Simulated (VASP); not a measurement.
The system is TePb (rocksalt type).

```
Pb Te
1.0
     0.00000    3.08538    3.08538
     3.08538    0.00000    3.08538
     3.08538    3.08538    0.00000
Pb Te
1 1
Direct
  0.00000 0.00000 0.00000
  0.50000 0.50000 0.50000
```

* Program: VASP 6.6.1
* Task: relaxation of cell and atoms
* Functional: PBE
* Potentials or basis: VASP PAW PBE potentials, release 64 (Pb_d, Te)
* Cutoff: 600 eV
* k mesh: 9 × 9 × 9
* Occupations: fermi-dirac, width 0.03 eV
* Spin: no spin polarisation

At the start: pressure 11.0 GPa; volume 29.37 Å³/atom.

Problem. How do energy, volume and symmetry change on relaxing?

Solution. Over 5 steps the energy falls by 174.7 meV/atom and the volume is 35.39 Å³/atom (+20.5 %); space group Fm-3m (No. 225, to 0.1 Å) before and after.

The path:
```tsv
step	energy change (eV)	largest force (eV/Å)	pressure (GPa)	volume (Å³)
1	0.0000	0.0000	11.00	58.74
2	-0.2826	0.0000	-2.87	77.62
3	-0.3494	0.0000	0.07	70.71
4	-0.3494	0.0000	-0.09	70.97
5	-0.3495	0.0000	0.01	70.77
```

Final structure:
```yaml
crystal:
  lattice:
    - [0.00000, 3.28307, 3.28307]
    - [3.28307, 0.00000, 3.28307]
    - [3.28307, 3.28307, 0.00000]
  atoms:
    - { symbol: Pb, position: [0.00000, 0.00000, 0.00000] }
    - { symbol: Te, position: [0.50000, 0.50000, 0.50000] }
```

Caveat: the volume moved by over 15 % at a fixed basis, so the end points are rough.
